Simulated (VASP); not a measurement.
Wanted: the native input for a VASP 6.6.1 run.

| Property | Result |
| --- | --- |
| Task | single point |
| Functional | PBE |
| Potentials or basis | VASP PAW PBE potentials, release 64 (Ti_sv, Sn_d, Te) |
| Cutoff | 520 eV |
| k mesh | 4 × 4 × 4 |
| Occupations | gaussian, width 0.1 eV |
| Spin | no spin polarisation |
| Dipole correction | no |
| Further INCAR settings | ALGO = Normal; EDIFF = 1e-06; NBANDS = 37 |

The structure of Ti2SnTe3 lies in POSCAR:

```
Ti2SnTe3
1.0
   -2.9942986100      2.9942986100      4.5232776400
    2.9942986100     -2.9942986100      4.5232776400
    2.9942986100      2.9942986100     -4.5232776400
Ti Sn Te
2 1 3
Direct
    0.7500000000      0.2500000000      0.5000000000
    0.2500000000      0.7500000000      0.5000000000
    0.5000000000      0.5000000000      0.0000000000
    0.7245966300      0.7245966300      0.0000000000
    0.2754033700      0.2754033700      0.0000000000
    0.0000000000      0.0000000000      0.0000000000
```

The cell was generated, and may not be a known phase.

One way to write it, as run:

INCAR

```
SYSTEM = Ti2SnTe3
ALGO     = Normal         ! electronic algorithm
EDIFF    = 1E-6           ! SCF threshold, eV
ENCUT    = 520            ! plane-wave cutoff, eV
GGA      = PE             ! functional
ISIF     = 2              ! what is computed and relaxed
ISMEAR   = 0              ! smearing method
LASPH    = .TRUE.         ! aspherical terms in the spheres
LCHARG   = .FALSE.        ! write CHGCAR
LREAL    = .FALSE.        ! projectors in reciprocal space
LWAVE    = .FALSE.        ! write WAVECAR
NBANDS   = 37             ! bands
NELM     = 60             ! most SCF steps
PREC     = Accurate       ! precision mode
SIGMA    = 0.1            ! smearing width, eV
```

KPOINTS

```
k-points
0
G
  4 4 4
  0 0 0
```

Potentials or basis: VASP PAW PBE potentials, release 64 (Ti_sv, Sn_d, Te).

Launch:

```bash
$ cat potpaw_PBE.64/Ti_sv/POTCAR potpaw_PBE.64/Sn_d/POTCAR potpaw_PBE.64/Te/POTCAR > POTCAR
$ mpirun -np 1 vasp_std > vasp.out
```

Results of the run:

```
Pressure               : 35.8 GPa
Largest force          : 17.412 eV/Å
Band gap on the k mesh : zero (bands 28 and 29 overlap by 0.76 eV)
```

Caveat: the stress differs along the axes, from -8 to 124 GPa; spin-orbit coupling is left out, which moves the levels of the heavy elements; forces of over 1 eV/Å act on the atoms, so gaps and moduli don't describe the material at rest.

Run time: 2.3 min on 1 thread of Intel(R) Xeon(R) Platinum 8259CL CPU @ 2.50GHz (Skylake/Cascade Lake), on a shared host, peak memory 0.36 GiB.
